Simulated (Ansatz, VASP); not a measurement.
WSe2 in VASP and in Ansatz

File POSCAR:

```
WSe2
1.0
    3.3179375931      0.0000000000      0.0000000000
   -1.6589687966      2.8734182438      0.0000000000
    0.0000000000      0.0000000000     16.6581424200
W Se
1 2
Direct
   -0.0156970514     -0.0313941028      0.0000000000
    0.3516042551      0.7032085102      0.0997865200
    0.3516042551      0.7032085102      0.9002134800
```

The input INCAR.step1:

```
SYSTEM = WSe2
PREC = Accurate
ENCUT = 520
ISMEAR = 0
SIGMA = 0.05
LREAL = .FALSE.
LASPH = .TRUE.
NELM = 80
NBANDS = 20
GGA = PE
ALGO = Normal
EDIFF = 1E-4
LWAVE = .TRUE.
LCHARG = .FALSE.
```

INCAR.step2

```
SYSTEM = WSe2
PREC = Accurate
ENCUT = 520
EDIFF = 1E-6
ISMEAR = 0
SIGMA = 0.05
LREAL = .FALSE.
LASPH = .TRUE.
NELM = 80
ALGO = Normal
ISIF = 2
LWAVE = .FALSE.
LCHARG = .TRUE.
METAGGA = R2SCAN
LMIXTAU = .TRUE.
LELF = .TRUE.
LVHAR = .TRUE.
NBANDS = 20
ISTART = 1
```

KPOINTS

```
regular mesh
0
G
  12 12 2
  0 0 0
```

Input for Ansatz:

```yaml
crystal:
  lattice:
    - [3.3179375931, 0.0, 0.0]
    - [-1.6589687966, 2.8734182438, 0.0]
    - [0.0, 0.0, 16.65814242]
  atoms:
    - { symbol: W, position: [-0.0156970514, -0.0313941028, 0.0] }
    - { symbol: Se, position: [0.3516042551, 0.7032085102, 0.09978652] }
    - { symbol: Se, position: [0.3516042551, 0.7032085102, 0.90021348] }
basis:
  ecutwfc: 500
kpoints:
  mp_grid: { grid: [12, 12, 2] }
hamiltonian:
  xc: r2scan
scf:
  occupations: { method: gaussian, width: 0.05 }
output:
  forces: true
  stress: true
  eigenvalues: true
```

Change from the starting cell: mode 6 (246.2 1/cm) frozen in, largest displacement +0.105 Å.

Alike in both runs: task single point; functional r2SCAN; k mesh 12 × 12 × 2; occupations gaussian, width 0.05 eV; no spin polarisation.

|  | VASP | Ansatz |
| --- | --- | --- |
| version | VASP 6.6.1 | Ansatz 0.2.0 |
| potentials or method | VASP PAW PBE potentials, release 64 (W_sv, Se), cutoff 520 eV | scalar-relativistic, plane waves, PAW |
| valence electrons in the cell | 26 | 46 |

|  | VASP | Ansatz | Ansatz less VASP |
| --- | --- | --- | --- |
| gap on the k mesh at the Fermi level (eV) | 1.59 | 1.59 | +0.003 |
| least direct gap on the mesh (eV) | 1.59 | 1.59 | +0.003 |
| rms of the force components (eV/Å) | 1.408 | 1.405 | -0.0033 |

VASP's potentials were made for PBE, not for r2SCAN. Atom by atom the forces differ by 0.021 eV/Å (rms over components). VASP's potentials hold 26 valence electrons a cell and Ansatz's 46, so a difference there can come from the potentials and not from the codes.

Spin-orbit coupling is off throughout.
